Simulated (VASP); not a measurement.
# WS2 (R3m) in VASP: notebook

The runs below take WS2 through single point, with LDA.

Program: VASP 6.6.1. These are calculated values, not measurements. Logs are shortened: lines on timing, memory, paths and dates and some standing lists are left out, and cuts for length are marked.

### Step 1. The cell of the first run

It takes space group R3m (No. 160, trigonal). Conventional cell: a = 3.115 Å, b = 3.115 Å, c = 18.240 Å, α = 90.00°, β = 90.00°, γ = 120.00°. Within 3.2 Å of W (site symmetry 3m) lie 6 S at 2.36 to 2.38 Å and 6 W at 3.12 Å. S (site symmetry 3m) has 3 W at 2.36 Å and 7 S at 3.09 to 3.12 Å within 3.2 Å. Within 3.2 Å of S (site symmetry 3m) lie 3 W at 2.38 Å and 7 S at 3.09 to 3.12 Å.

### Step 2. Single point, LDA (17.03 Å³/atom)

File INCAR:

```
SYSTEM = WS2
  ALGO = Normal
  EDIFF = 1E-6
  ENCUT = 520
  ISIF = 2
  ISMEAR = -1
  LASPH = .TRUE.
  LCHARG = .TRUE.
  LELF = .TRUE.
  LREAL = .FALSE.
  LVHAR = .TRUE.
  LWAVE = .FALSE.
  NBANDS = 20
  NELM = 80
  PREC = Accurate
  SIGMA = 0.08
```

File KPOINTS:

```
k-points
0
G
  13 13 13
  0 0 0
```

File POSCAR:

```
WS2
1.0
    1.5576599252      0.8993153771      6.0800315456
   -1.5576599252      0.8993153771      6.0800315456
    0.0000000000     -1.7986307542      6.0800315456
W S
1 2
Direct
    0.0000000000      0.0000000000      0.0000000000
    0.7503000000      0.7503000000      0.7503000000
    0.5810000000      0.5810000000      0.5810000000
```

Potentials or basis: VASP PAW LDA potentials, release 64 (W_sv, S).

Command:

```bash
> cat potpaw_LDA.64/W_sv/POTCAR potpaw_LDA.64/S/POTCAR > POTCAR
> mpirun -np 1 vasp_std > vasp.out
```

OUTCAR:

```text
SYSTEM = WS2
   EDIFF = 1E-6
   ENCUT = 520
   ISIF = 2
   ISMEAR = -1
   LASPH = .TRUE.
   LREAL = .FALSE.
   NELM = 80
   PREC = Accurate

 ion  position               nearest neighbor table
   1  0.000  0.000  0.000-   2 2.36   2 2.36   2 2.36   3 2.38   3 2.38   3 2.38
   2  0.750  0.750  0.750-   1 2.36   1 2.36   1 2.36
   3  0.581  0.581  0.581-   1 2.38   1 2.38   1 2.38

  LATTYP: Found a trigonal (rhomboedric) cell.
 ALAT       =     6.3404933708
 COS(alpha) =     0.8792939096

  Lattice vectors:

 A1 = (   1.5576599252,   0.8993153771,   6.0800315456)
 A2 = (  -1.5576599252,   0.8993153771,   6.0800315456)
 A3 = (   0.0000000000,  -1.7986307542,   6.0800315456)

Analysis of symmetry for initial positions (statically):
=====================================================================
 Subroutine PRICEL returns:
 Original cell was already a primitive cell.

 Routine SETGRP: Setting up the symmetry group for a
 trigonal (rhombohedral) supercell.

 Subroutine GETGRP returns: Found  6 space group operations
 (whereof  6 operations were pure point group operations)
 out of a pool of 12 trial point group operations.

The static configuration has the point symmetry C_3v.

Analysis of symmetry for dynamics (positions and initial velocities):
=====================================================================
 Subroutine PRICEL returns:
 Original cell was already a primitive cell.

 Routine SETGRP: Setting up the symmetry group for a
 trigonal (rhombohedral) supercell.

 Subroutine GETGRP returns: Found  6 space group operations
 (whereof  6 operations were pure point group operations)
 out of a pool of 12 trial point group operations.

The dynamic configuration has the point symmetry C_3v.

 Subroutine INISYM returns: Found  6 space group operations
 (whereof  6 operations are pure point group operations),
 and found     1 'primitive' translations

----------------------------------------------------------------------------------------

                                     Primitive cell

  volume of cell :      51.1025

  direct lattice vectors                    reciprocal lattice vectors
     1.557659925  0.899315377  6.080031546     0.320994327  0.185326161  0.054824277
    -1.557659925  0.899315377  6.080031546    -0.320994327  0.185326161  0.054824277
     0.000000000 -1.798630754  6.080031546     0.000000000 -0.370652323  0.054824277

  length of vectors
     6.340493371  6.340493371  6.340493371     0.374684995  0.374684995  0.374684995

  position of ions in fractional coordinates (direct lattice)
     0.000000000  0.000000000  0.000000000
     0.750300000  0.750300000  0.750300000
     0.581000000  0.581000000  0.581000000

  ion indices of the primitive-cell ions
   primitive index   ion index
                 1           1
                 2           2
                 3           3

----------------------------------------------------------------------------------------

 KPOINTS: k-points

Automatic generation of k-mesh.
 Grid dimensions read from file:
 generate k-points for:   13   13   13

 Generating k-lattice:

  Cartesian coordinates                     Fractional coordinates (reciprocal lattice)
     0.024691871  0.014255859  0.004217252     0.076923077  0.000000000  0.000000000
    -0.024691871  0.014255859  0.004217252     0.000000000  0.076923077  0.000000000
     0.000000000 -0.028511717  0.004217252     0.000000000  0.000000000  0.076923077

  Length of vectors
     0.028821923  0.028821923  0.028821923

  Shift w.r.t. Gamma in fractional coordinates (k-lattice)
     0.000000000  0.000000000  0.000000000

 Subroutine IBZKPT returns following result:
 ===========================================

 Found    231 irreducible k-points:

 Following reciprocal coordinates:
            Coordinates               Weight
  0.000000  0.000000  0.000000      1.000000
  0.076923 -0.000000  0.000000      6.000000
  0.153846 -0.000000 -0.000000      6.000000
  0.230769  0.000000  0.000000      6.000000
  0.307692 -0.000000 -0.000000      6.000000
  0.384615  0.000000  0.000000      6.000000
[... 16 lines left out ...]
  0.384615  0.153846 -0.000000     12.000000
  0.461538  0.153846  0.000000     12.000000
 [... further k-points ...]
   k-points           NKPTS =    231   k-points in BZ     NKDIM =    231   number of bands    NBANDS=     20
   number of dos      NEDOS =    301   number of ions     NIONS =      3
   total plane-waves  NPLWV = 110592
   dimension x,y,z NGX =    48 NGY =   48 NGZ =   48
   dimension x,y,z NGXF=    96 NGYF=   96 NGZF=   96
   ions per type =               1   2
   NGX,Y,Z   is equivalent  to a cutoff of  12.59, 12.59, 12.59 a.u.
   NGXF,Y,Z  is equivalent  to a cutoff of  25.17, 25.17, 25.17 a.u.
 SYSTEM =  WS2
   PREC   = accura    normal or accurate (medium, high low for compatibility)
   ISTART =      0    job   : 0-new  1-cont  2-samecut
   ICHARG =      2    charge: 1-file 2-atom 10-const
   ISPIN  =      1    spin polarized calculation?
   LNONCOLLINEAR =      F non collinear calculations
   LSORBIT =      F    spin-orbit coupling
   LASPH  =      T    aspherical Exc in radial PAW
   ENCUT  =  520.0 eV  38.22 Ry    6.18 a.u.  11.79 11.79 11.79*2*pi/ulx,y,z
   NELM   =     80;   NELMIN=  2; NELMDL= -5     # of ELM steps
   EDIFF  = 0.1E-05   stopping-criterion for ELM
   LREAL  =      F    real-space projection
   EDIFFG = 0.1E-04   stopping-criterion for IOM
   NSW    =      0    number of steps for IOM
   IBRION =     -1    ionic relax: 0-MD 1-quasi-New 2-CG
   NFREE  =      0    steps in history (QN), initial steepest desc. (CG)
   ISIF   =      2    stress and relaxation
   ISYM   =      2    0-nonsym 1-usesym 2-fastsym
   POTIM  = 0.5000    time-step for ionic-motion
   TEBEG  =    0.0;   TEEND  =   0.0 temperature during run
   PSTRESS=    0.0 pullay stress
   NELECT =      26.0000    total number of electrons
   NUPDOWN=      -1.0000    fix difference up-down
   EMIN   =  10.00;   EMAX   =-10.00  energy-range for DOS
   EFERMI =   0.00;   METHOD = LEGACY
   ISMEAR =    -1;   SIGMA  =   0.08  broadening in eV -4-tet -1-fermi 0-gaus
   EFERMI_NEDOS =   21; number of points for ismear=-14 and -15
   IALGO  =     38    algorithm
   IMIX   =      4    mixing-type and parameters
     AMIX     =   0.40;   BMIX     =  1.00
     AMIX_MAG =   1.60;   BMIX_MAG =  1.00
  volume/ion in A,a.u.               =      17.03       114.95
  Fermi-wavevector in a.u.,A,eV,Ry     =   1.306929  2.469738 23.239617  1.708064
  Thomas-Fermi vector in A             =   2.437698
   LORBIT       =      0    0 simple, 1 ext, 2 COOP (PROOUT), +10 PAW based schemes
   GGA     = CA    functional components
   LHFCALC =     F    Hartree Fock is set to
   AEXX    =    0.0000 exact exchange contribution
   IVDW    =     0    specifies the selected vdW correction
   LEPSILON=     F    determine dielectric tensor
   LRPA    =     F    only Hartree local field effects (RPA)
 non-spin polarized calculation
  energy-cutoff  :      520.00
  volume of cell :       51.10
 maximum number of plane-waves:      1393
   NGX = 23   NGY = 23   NGZ = 23

 number of electron      25.9999998 magnetization

 Free energy of the ion-electron system (eV)
  ---------------------------------------------------
  ext. energy  EPLUGINS =         0.00000000
  ---------------------------------------------------
  free energy    TOTEN  =       -26.23740205 eV

  energy without entropy =      -26.23736150  energy(sigma->0) =      -26.23738178

 E-fermi :   8.3117     XC(G=0): -11.4329

 val. band max:        7.9151544440   @ k =   0.4615   0.4615   0.4615
 cond. band min:       8.8870786132   @ k =  -0.1538   0.1538   0.0000
 fundamental gap:      0.9719241693
 Fermi energy:         8.3116640930

 k-point     1 :       0.0000    0.0000    0.0000
  band No.  band energies     occupation
      1     -66.2533      2.00000
      2     -30.8403      2.00000
      3     -30.6067      2.00000
      4     -30.6067      2.00000
      5      -8.0145      2.00000
      6      -5.8342      2.00000
[... 12 lines left out ...]
     19      15.7971      0.00000
     20      16.3917      0.00000

 k-point     2 :       0.0769   -0.0000    0.0000
  band No.  band energies     occupation
      1     -66.2519      2.00000
      2     -30.8356      2.00000
      3     -30.6324      2.00000
      4     -30.6126      2.00000
      5      -7.9047      2.00000
      6      -5.8062      2.00000
[... 12 lines left out ...]
     19      16.1986      0.00000
     20      16.4639      0.00000

 k-point     3 :       0.1538   -0.0000   -0.0000
  band No.  band energies     occupation
      1     -66.2481      2.00000
      2     -30.8226      2.00000
      3     -30.7030      2.00000
      4     -30.6289      2.00000
      5      -7.5885      2.00000
      6      -5.7253      2.00000
[... 12 lines left out ...]
     19      16.3123      0.00000
     20      16.9877      0.00000

 k-point     4 :       0.2308    0.0000    0.0000
  band No.  band energies     occupation
      1     -66.2427      2.00000
      2     -30.8045      2.00000
      3     -30.8008      2.00000
      4     -30.6517      2.00000
      5      -7.1066      2.00000
      6      -5.6021      2.00000
[... 12 lines left out ...]
     19      16.2526      0.00000
     20      16.8903      0.00000

 k-point     5 :       0.3077   -0.0000   -0.0000
  band No.  band energies     occupation
      1     -66.2370      2.00000
      2     -30.9038      2.00000
      3     -30.7844      2.00000
      4     -30.6759      2.00000
      5      -6.5305      2.00000
      6      -5.4575      2.00000
[... 12 lines left out ...]
     19      15.5732      0.00000
     20      16.0599      0.00000

 k-point     6 :       0.3846    0.0000    0.0000
  band No.  band energies     occupation
      1     -66.2323      2.00000
      2     -30.9875      2.00000
      3     -30.7680      2.00000
      4     -30.6958      2.00000
      5      -5.9755      2.00000
      6      -5.3250      2.00000
[... 12 lines left out ...]
     19      14.7462      0.00000
     20      15.4761      0.00000

 k-point     7 :       0.4615    0.0000    0.0000
  band No.  band energies     occupation
      1     -66.2296      2.00000
      2     -31.0343      2.00000
      3     -30.7587      2.00000
      4     -30.7070      2.00000
      5      -5.6133      2.00000
      6      -5.2450      2.00000
[... 12 lines left out ...]
     19      14.4075      0.00000
     20      15.3275      0.00000
[... 277 lines left out ...]
 k-point    20 :       0.1538    0.1538   -0.0000
  band No.  band energies     occupation
      1     -66.2481      2.00000
      2     -30.8226      2.00000
      3     -30.7030      2.00000
      4     -30.6289      2.00000
      5      -7.5731      2.00000
      6      -5.7567      2.00000
[... 12 lines left out ...]
     19      16.3436      0.00000
     20      16.8808      0.00000

 k-point    21 :       0.2308    0.1538   -0.0000
  band No.  band energies     occupation
      1     -66.2447      2.00000
      2     -30.8110      2.00000
      3     -30.7609      2.00000
      4     -30.6473      2.00000
      5      -7.2694      2.00000
      6      -5.6904      2.00000
[... 12 lines left out ...]
     19      16.3875      0.00000
     20      16.6609      0.00000

 k-point    22 :       0.3077    0.1538    0.0000
  band No.  band energies     occupation
      1     -66.2400      2.00000
      2     -30.8358      2.00000
      3     -30.7945      2.00000
      4     -30.6792      2.00000
      5      -6.8118      2.00000
      6      -5.5752      2.00000
[... 12 lines left out ...]
     19      16.1930      0.00000
     20      16.8305      0.00000

 k-point    23 :       0.3846    0.1538   -0.0000
  band No.  band energies     occupation
      1     -66.2349      2.00000
      2     -30.9112      2.00000
      3     -30.7771      2.00000
      4     -30.7159      2.00000
      5      -6.2720      2.00000
      6      -5.4286      2.00000
[... 12 lines left out ...]
     19      15.9407      0.00000
     20      16.4106      0.00000

 k-point    24 :       0.4615    0.1538    0.0000
  band No.  band energies     occupation
      1     -66.2307      2.00000
      2     -30.9720      2.00000
      3     -30.7626      2.00000
      4     -30.7473      2.00000
      5      -5.7649      2.00000
      6      -5.2831      2.00000
[... 12 lines left out ...]
     19      15.6791      0.00000
     20      16.3031      0.00000

 [... further k-points ...]

------------------------ aborting loop because EDIFF is reached ----------------------------------------

  FORCE on cell =-STRESS in cart. coord.  units (eV):
  Direction    XX          YY          ZZ          XY          YZ          ZX
  --------------------------------------------------------------------------------------
  -------------------------------------------------------------------------------------
  Total        1.1567469      1.1567469      1.5258693      0.0000000     -0.0000000      0.0000000
  in kB       36.2666286     36.2666286     47.8394504      0.0000000     -0.0000000      0.0000000
  external PRESSURE =      40.1242359 kB  Pullay stress =       0.0000000 kB

 VOLUME and BASIS-vectors are now :
 -----------------------------------------------------------------------------
  energy-cutoff  :      520.00
  volume of cell :       51.10
      direct lattice vectors                 reciprocal lattice vectors
     1.557659925  0.899315377  6.080031546     0.320994327  0.185326161  0.054824277
    -1.557659925  0.899315377  6.080031546    -0.320994327  0.185326161  0.054824277
     0.000000000 -1.798630754  6.080031546     0.000000000 -0.370652323  0.054824277

 POSITION                                       TOTAL-FORCE (eV/Angst)
 -----------------------------------------------------------------------------------
      0.00000      0.00000      0.00000         0.000000     -0.000000     -0.646002
      0.00000      0.00000     13.68554         0.000000      0.000000      0.851858
      0.00000      0.00000     10.59749         0.000000      0.000000     -0.205856
 -----------------------------------------------------------------------------------
    total drift:                                0.000000      0.000000      0.000065

  FREE ENERGIE OF THE ION-ELECTRON SYSTEM (eV)
  ---------------------------------------------------
  free  energy   TOTEN  =       -26.2374020484 eV

  energy  without entropy=      -26.2373615046  energy(sigma->0) =      -26.23738178
```

It took 5.2 min on 1 thread of Intel Xeon 6975P-C (Granite Rapids), shared host; peak memory 0.41 GiB.

Results:

| Quantity | Value |
| --- | --- |
| Free energy | -26.2374 eV |
| Pressure | 4.0 GPa |
| Largest force | 0.852 eV/Å |
| Band gap on the k mesh | 0.97 eV (least direct gap 2.21 eV) |

Forces in eV/Å, atoms in the order of the input:
```
W    0.000  0.000 -0.646
S    0.000  0.000  0.852
S    0.000  0.000 -0.206
```

Caveat: the cell stands under pressure; spin-orbit coupling is left out, which moves the levels of the heavy elements. A k mesh can miss the band edges.

[end of part 1 of 2]
